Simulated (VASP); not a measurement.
# RbBr (Fm-3m) in VASP: further runs

The runs below take RbBr through single point, relaxation of cell and atoms, with PBEsol.

Program: VASP 6.6.1. These are calculated values, not measurements. Logs are shortened: lines on timing, memory, paths and dates and some standing lists are left out, and cuts for length are marked.

## (1) The cell of the first run

It takes space group Fm-3m (No. 225, cubic). The conventional cell has a = 6.850 Å, b = 6.850 Å, c = 6.850 Å, α = 90.00°, β = 90.00°, γ = 90.00°. Rb (site symmetry m-3m) has 6 Br at 3.43 Å within 4.5 Å. Within 4.5 Å of Br (site symmetry m-3m) lie 6 Rb at 3.43 Å.

## (2) Single point, PBEsol

File INCAR:

```
PREC = Accurate
ENCUT = 520
EDIFF = 1E-6
ISMEAR = 0
SIGMA = 0.02
LREAL = F
LASPH = T
NELM = 100
ALGO = Normal
ISIF = 2
LWAVE = F
LCHARG = T
GGA = PS
LELF = T
LVHAR = T
NBANDS = 15
```

File KPOINTS:

```
regular mesh
0
Gamma
  6 6 6
```

File POSCAR:

```
RbBr
1.0
    0.0000000000      3.4252093723      3.4252093723
    3.4252093723      0.0000000000      3.4252093723
    3.4252093723      3.4252093723      0.0000000000
Rb Br
1 1
Direct
    0.0000000000      0.0000000000      0.0000000000
    0.5000000000      0.5000000000      0.5000000000
```

Potentials or basis: VASP PAW PBE potentials, release 64 (Rb_sv, Br).

On the command line:

```bash
$ cat potpaw_PBE.64/Rb_sv/POTCAR potpaw_PBE.64/Br/POTCAR > POTCAR
$ mpirun -np 1 vasp_std > vasp.out
```

OUTCAR:

```text
PREC = Accurate
   ENCUT = 520
   EDIFF = 1E-6
   ISMEAR = 0
   LREAL = F
   LASPH = T
   NELM = 100
   ISIF = 2
   GGA = PS

 ion  position               nearest neighbor table
   1  0.000  0.000  0.000-   2 3.43   2 3.43   2 3.43   2 3.43   2 3.43   2 3.43
   2  0.500  0.500  0.500-   1 3.43   1 3.43   1 3.43   1 3.43   1 3.43   1 3.43

  LATTYP: Found a face centered cubic cell.
 ALAT       =     6.8504187446

  Lattice vectors:

 A1 = (   0.0000000000,   3.4252093723,   3.4252093723)
 A2 = (   3.4252093723,   0.0000000000,   3.4252093723)
 A3 = (   3.4252093723,   3.4252093723,   0.0000000000)

Analysis of symmetry for initial positions (statically):
=====================================================================
 Subroutine PRICEL returns:
 Original cell was already a primitive cell.

 Routine SETGRP: Setting up the symmetry group for a
 face centered cubic supercell.

 Subroutine GETGRP returns: Found 48 space group operations
 (whereof 48 operations were pure point group operations)
 out of a pool of 48 trial point group operations.

The static configuration has the point symmetry O_h .

Analysis of symmetry for dynamics (positions and initial velocities):
=====================================================================
 Subroutine PRICEL returns:
 Original cell was already a primitive cell.

 Routine SETGRP: Setting up the symmetry group for a
 face centered cubic supercell.

 Subroutine GETGRP returns: Found 48 space group operations
 (whereof 48 operations were pure point group operations)
 out of a pool of 48 trial point group operations.

The dynamic configuration has the point symmetry O_h .

 Subroutine INISYM returns: Found 48 space group operations
 (whereof 48 operations are pure point group operations),
 and found     1 'primitive' translations

----------------------------------------------------------------------------------------

                                     Primitive cell

  volume of cell :      80.3695

  direct lattice vectors                    reciprocal lattice vectors
     0.000000000  3.425209372  3.425209372    -0.145976478  0.145976478  0.145976478
     3.425209372  0.000000000  3.425209372     0.145976478 -0.145976478  0.145976478
     3.425209372  3.425209372  0.000000000     0.145976478  0.145976478 -0.145976478

  length of vectors
     4.843977548  4.843977548  4.843977548     0.252838676  0.252838676  0.252838676

  position of ions in fractional coordinates (direct lattice)
     0.000000000  0.000000000  0.000000000
     0.500000000  0.500000000  0.500000000

  ion indices of the primitive-cell ions
   primitive index   ion index
                 1           1
                 2           2

----------------------------------------------------------------------------------------

 KPOINTS: regular mesh

Automatic generation of k-mesh.
 Grid dimensions read from file:
 generate k-points for:    6    6    6

 Generating k-lattice:

  Cartesian coordinates                     Fractional coordinates (reciprocal lattice)
    -0.024329413  0.024329413  0.024329413     0.166666667  0.000000000  0.000000000
     0.024329413 -0.024329413  0.024329413     0.000000000  0.166666667  0.000000000
     0.024329413  0.024329413 -0.024329413     0.000000000  0.000000000  0.166666667

  Length of vectors
     0.042139779  0.042139779  0.042139779

  Shift w.r.t. Gamma in fractional coordinates (k-lattice)
     0.000000000  0.000000000  0.000000000

 Subroutine IBZKPT returns following result:
 ===========================================

 Found     16 irreducible k-points:

 Following reciprocal coordinates:
            Coordinates               Weight
  0.000000  0.000000  0.000000      1.000000
  0.166667  0.000000  0.000000      8.000000
  0.333333  0.000000  0.000000      8.000000
  0.500000  0.000000  0.000000      4.000000
  0.166667  0.166667  0.000000      6.000000
  0.333333  0.166667  0.000000     24.000000
[... 8 lines left out ...]
 -0.333333  0.333333  0.166667     24.000000
 -0.333333  0.500000  0.166667     12.000000
   k-points           NKPTS =     16   k-points in BZ     NKDIM =     16   number of bands    NBANDS=     15
   number of dos      NEDOS =    301   number of ions     NIONS =      2
   total plane-waves  NPLWV =  46656
   dimension x,y,z NGX =    36 NGY =   36 NGZ =   36
   dimension x,y,z NGXF=    72 NGYF=   72 NGZF=   72
   ions per type =               1   1
   NGX,Y,Z   is equivalent  to a cutoff of  12.36, 12.36, 12.36 a.u.
   NGXF,Y,Z  is equivalent  to a cutoff of  24.71, 24.71, 24.71 a.u.
 SYSTEM =  unknown system
   PREC   = accura    normal or accurate (medium, high low for compatibility)
   ISTART =      0    job   : 0-new  1-cont  2-samecut
   ICHARG =      2    charge: 1-file 2-atom 10-const
   ISPIN  =      1    spin polarized calculation?
   LNONCOLLINEAR =      F non collinear calculations
   LSORBIT =      F    spin-orbit coupling
   LASPH  =      T    aspherical Exc in radial PAW
   ENCUT  =  520.0 eV  38.22 Ry    6.18 a.u.   9.01  9.01  9.01*2*pi/ulx,y,z
   NELM   =    100;   NELMIN=  2; NELMDL= -5     # of ELM steps
   EDIFF  = 0.1E-05   stopping-criterion for ELM
   LREAL  =      F    real-space projection
   EDIFFG = 0.1E-04   stopping-criterion for IOM
   NSW    =      0    number of steps for IOM
   IBRION =     -1    ionic relax: 0-MD 1-quasi-New 2-CG
   NFREE  =      0    steps in history (QN), initial steepest desc. (CG)
   ISIF   =      2    stress and relaxation
   ISYM   =      2    0-nonsym 1-usesym 2-fastsym
   POTIM  = 0.5000    time-step for ionic-motion
   TEBEG  =    0.0;   TEEND  =   0.0 temperature during run
   PSTRESS=    0.0 pullay stress
   NELECT =      16.0000    total number of electrons
   NUPDOWN=      -1.0000    fix difference up-down
   EMIN   =  10.00;   EMAX   =-10.00  energy-range for DOS
   EFERMI =   0.00;   METHOD = LEGACY
   ISMEAR =     0;   SIGMA  =   0.02  broadening in eV -4-tet -1-fermi 0-gaus
   EFERMI_NEDOS =   21; number of points for ismear=-14 and -15
   IALGO  =     38    algorithm
   IMIX   =      4    mixing-type and parameters
     AMIX     =   0.40;   BMIX     =  1.00
     AMIX_MAG =   1.60;   BMIX_MAG =  1.00
  volume/ion in A,a.u.               =      40.18       271.18
  Fermi-wavevector in a.u.,A,eV,Ry     =   0.955912  1.806411 12.432553  0.913767
  Thomas-Fermi vector in A             =   2.084792
   LORBIT       =      0    0 simple, 1 ext, 2 COOP (PROOUT), +10 PAW based schemes
   GGA     = PS    functional components
   LHFCALC =     F    Hartree Fock is set to
   AEXX    =    0.0000 exact exchange contribution
   IVDW    =     0    specifies the selected vdW correction
   LEPSILON=     F    determine dielectric tensor
   LRPA    =     F    only Hartree local field effects (RPA)
 non-spin polarized calculation
 Gauss-broadening in eV      SIGMA  =   0.02
  energy-cutoff  :      520.00
  volume of cell :       80.37
 maximum number of plane-waves:      2200
   NGX = 17   NGY = 17   NGZ = 17

 number of electron      15.9999999 magnetization

 Free energy of the ion-electron system (eV)
  ---------------------------------------------------
  ext. energy  EPLUGINS =         0.00000000
  ---------------------------------------------------
  free energy    TOTEN  =        -6.35538993 eV

  energy without entropy =       -6.35538993  energy(sigma->0) =       -6.35538993

 E-fermi :  -1.6809     XC(G=0):  -7.4119

 val. band max:       -1.8393302428   @ k =   0.0000   0.0000   0.0000
 cond. band min:       2.3757886048   @ k =   0.0000   0.0000   0.0000
 fundamental gap:      4.2151188475
 Fermi energy:        -1.6808910534

 k-point     1 :       0.0000    0.0000    0.0000
  band No.  band energies     occupation
      1     -26.1913      2.00000
      2     -14.0341      2.00000
      3     -10.2790      2.00000
      4     -10.2790      2.00000
      5     -10.2790      2.00000
      6      -1.8393      2.00000
      7      -1.8393      2.00000
      8      -1.8393      2.00000
      9       2.3758      0.00000
     10       5.3611      0.00000
     11       5.3611      0.00000
     12       5.3611      0.00000
     13       6.2534      0.00000
     14       6.2534      0.00000
     15       8.9688      0.00000

 k-point     2 :       0.1667    0.0000    0.0000
  band No.  band energies     occupation
      1     -26.1888      2.00000
      2     -14.0448      2.00000
      3     -10.2810      2.00000
      4     -10.2810      2.00000
      5     -10.2674      2.00000
      6      -2.1557      2.00000
      7      -1.9371      2.00000
      8      -1.9371      2.00000
      9       3.0261      0.00000
     10       5.2143      0.00000
     11       5.6923      0.00000
     12       5.6923      0.00000
     13       6.6643      0.00000
     14       6.6643      0.00000
     15       9.9862      0.00000

 k-point     3 :       0.3333    0.0000    0.0000
  band No.  band energies     occupation
      1     -26.1839      2.00000
      2     -14.0658      2.00000
      3     -10.2849      2.00000
      4     -10.2849      2.00000
      5     -10.2444      2.00000
      6      -2.6517      2.00000
      7      -2.1196      2.00000
      8      -2.1196      2.00000
      9       4.2770      0.00000
     10       5.3628      0.00000
     11       6.6146      0.00000
     12       6.6146      0.00000
     13       7.6876      0.00000
     14       7.6876      0.00000
     15       9.6929      0.00000
[... 199 lines left out ...]
 k-point    15 :      -0.3333    0.3333    0.1667
  band No.  band energies     occupation
      1     -26.1793      2.00000
      2     -14.0249      2.00000
      3     -10.3810      2.00000
      4     -10.3726      2.00000
      5     -10.2614      2.00000
      6      -2.5013      2.00000
      7      -2.1996      2.00000
      8      -2.1763      2.00000
      9       5.0765      0.00000
     10       5.3024      0.00000
     11       6.6233      0.00000
     12       6.8818      0.00000
     13       8.3308      0.00000
     14       9.0036      0.00000
     15       9.0966      0.00000

 k-point    16 :      -0.3333    0.5000    0.1667
  band No.  band energies     occupation
      1     -26.1786      2.00000
      2     -14.0003      2.00000
      3     -10.4402      2.00000
      4     -10.3827      2.00000
      5     -10.2843      2.00000
      6      -2.2682      2.00000
      7      -2.2642      2.00000
      8      -2.1102      2.00000
      9       4.3610      0.00000
     10       5.9293      0.00000
     11       6.0356      0.00000
     12       7.0265      0.00000
     13       8.0984      0.00000
     14       9.0217      0.00000
     15       9.4420      0.00000

------------------------ aborting loop because EDIFF is reached ----------------------------------------

  FORCE on cell =-STRESS in cart. coord.  units (eV):
  Direction    XX          YY          ZZ          XY          YZ          ZX
  --------------------------------------------------------------------------------------
  -------------------------------------------------------------------------------------
  Total       -0.0020349     -0.0020349     -0.0020349      0.0000000      0.0000000      0.0000000
  in kB       -0.0405667     -0.0405667     -0.0405667      0.0000000      0.0000000      0.0000000
  external PRESSURE =      -0.0405667 kB  Pullay stress =       0.0000000 kB

 VOLUME and BASIS-vectors are now :
 -----------------------------------------------------------------------------
  energy-cutoff  :      520.00
  volume of cell :       80.37
      direct lattice vectors                 reciprocal lattice vectors
     0.000000000  3.425209372  3.425209372    -0.145976478  0.145976478  0.145976478
     3.425209372  0.000000000  3.425209372     0.145976478 -0.145976478  0.145976478
     3.425209372  3.425209372  0.000000000     0.145976478  0.145976478 -0.145976478

 POSITION                                       TOTAL-FORCE (eV/Angst)
 -----------------------------------------------------------------------------------
      0.00000      0.00000      0.00000         0.000000      0.000000     -0.000000
      3.42521      3.42521      3.42521         0.000000     -0.000000      0.000000
 -----------------------------------------------------------------------------------
    total drift:                                0.000000      0.000000      0.000000

  FREE ENERGIE OF THE ION-ELECTRON SYSTEM (eV)
  ---------------------------------------------------
  free  energy   TOTEN  =        -6.3553899325 eV

  energy  without entropy=       -6.3553899325  energy(sigma->0) =       -6.35538993
```

Run time: 32 s. Hardware: 1 thread of AMD EPYC 7R43 (Zen 3), shared host; peak memory 0.17 GiB.

What came out:

```
Free energy            : -6.3554 eV
Pressure               : 0.0 GPa
Band gap on the k mesh : 4.22 eV, direct
```

Levels at points of the mesh, in eV from the valence-band top:
```tsv
k point	band 4	band 5	band 6	band 7	band 8	band 9	band 10	band 11	band 12	band 13
(0.00, 0.00, 0.00)	-8.44	-8.44	0.00	0.00	0.00	4.22	7.20	7.20	7.20	8.09
(0.50, 0.00, 0.00)	-8.45	-8.39	-1.02	-0.37	-0.37	6.67	7.62	9.44	9.44	10.07
(0.50, 0.50, 0.00)	-8.51	-8.51	-0.49	-0.16	-0.16	5.49	7.02	9.06	9.15	9.38
```

Caveat: the PAW data sets were made with another functional, which shifts forces and pressure a little. As with any semilocal functional, this PBEsol gap is likely too small.

## (3) Relaxation of cell and atoms, PBEsol

This run uses another cell than the first one, of 40.27 Å³/atom, 1.002 times its volume.

File INCAR:

```
SYSTEM = RbBr
ALGO = Normal ; EDIFF = 1E-7
EDIFFG = -0.005 ; ENCUT = 600
GGA = PS ; IBRION = 2
ISIF = 3 ; ISMEAR = 0
LASPH = .TRUE. ; LCHARG = .FALSE.
LREAL = .FALSE. ; LWAVE = .FALSE.
NELM = 100 ; NSW = 100
PREC = Accurate ; SIGMA = 0.02
```

File KPOINTS:

```
k-points
0
G
  6 6 6
  0 0 0
```

File POSCAR:

```
RbBr
1.0
    0.0000000000      3.4275000000      3.4275000000
    3.4275000000      0.0000000000      3.4275000000
    3.4275000000      3.4275000000      0.0000000000
Rb Br
1 1
Direct
    0.0000000000      0.0000000000      0.0000000000
    0.5000000000      0.5000000000      0.5000000000
```

Potentials or basis: VASP PAW PBE potentials, release 64 (Rb_sv, Br).

On the command line:

```bash
$ cat potpaw_PBE.64/Rb_sv/POTCAR potpaw_PBE.64/Br/POTCAR > POTCAR
$ mpirun -np 1 vasp_std > vasp.out
```

Wall time 58 s (1 thread of AMD EPYC 7R43 (Zen 3), shared host); peak memory 0.22 GiB.

The run converged. Its results:

* Free energy: -6.3554 eV
* Relaxed volume: 40.22 Å³/atom
* Relaxed cell: a = 4.845 Å, b = 4.845 Å, c = 4.845 Å, α = 60.00°, β = 60.00°, γ = 60.00°
* Space group after relaxing (to 0.05 Å): Fm-3m (No. 225)
* Energy gained by relaxing: 0.0 meV/atom
* Ionic steps: 2
* Pressure after relaxing: 0.0 GPa
* Band gap on the k mesh: 4.21 eV, direct

Final structure:
```
Rb Br
1.0
     0.00000    3.42627    3.42627
     3.42627    0.00000    3.42627
     3.42627    3.42627    0.00000
Rb Br
1 1
Direct
  0.00000 0.00000 0.00000
  0.50000 0.50000 0.50000
```

Levels at points of the mesh, in eV from the valence-band top:
```tsv
k point	band 6	band 7	band 8	band 9	band 10	band 11
(0.00, 0.00, 0.00)	0.00	0.00	0.00	4.21	7.20	7.20
(0.50, 0.00, 0.00)	-1.02	-0.36	-0.36	6.67	7.61	9.44
(0.50, 0.50, 0.00)	-0.49	-0.16	-0.16	5.50	7.02	9.05
```

Caveat: the PAW data sets were made with another functional, which shifts forces and pressure a little.

(Continued in part 2 of 2.)
